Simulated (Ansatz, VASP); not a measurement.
**One calculation of Si2Ni, two programs**

```xyz
3
Lattice="0.0000 2.6756 2.6756 2.6756 0.0000 2.6756 2.6756 2.6756 0.0000" Properties=species:S:1:pos:R:3 pbc="T T T"
Ni    0.0000    0.0000    0.0000
Si    1.3378    1.3378    1.3378
Si    4.0134    4.0134    4.0134
```

Alike in both runs: functional LDA; k mesh 14 × 14 × 14; occupations gaussian, width 0.1 eV; no spin polarisation.

Ansatz relaxed the structure, and its values are those at the end. VASP's run is a single point on that final structure, the one shown.

```csv
,VASP,Ansatz
version,VASP 6.6.1,Ansatz 0.2.0
potentials or method,"VASP PAW LDA potentials, release 64 (Ni, Si), cutoff 600 eV","scalar-relativistic, plane waves, PAW"
valence electrons in the cell,18,26
```

Ansatz gave:

| Property | Result |
| --- | --- |
| gap on the k mesh at the Fermi level (eV) | none |
| pressure (GPa) | 0.0 |

Task: Which values does VASP return?

Result: gap on the k mesh at the Fermi level (eV): none; pressure (GPa): 0.1.

Ansatz warns that its potentials were made for another functional, while VASP's fit it. LDA's correlation is that of Perdew and Zunger in VASP and of Perdew and Wang (1992) in Ansatz. A gap of «none» marks a metal or a gap that the smearing closes. VASP's potentials hold 18 valence electrons a cell and Ansatz's 26, so a difference there can come from the potentials and not from the codes.
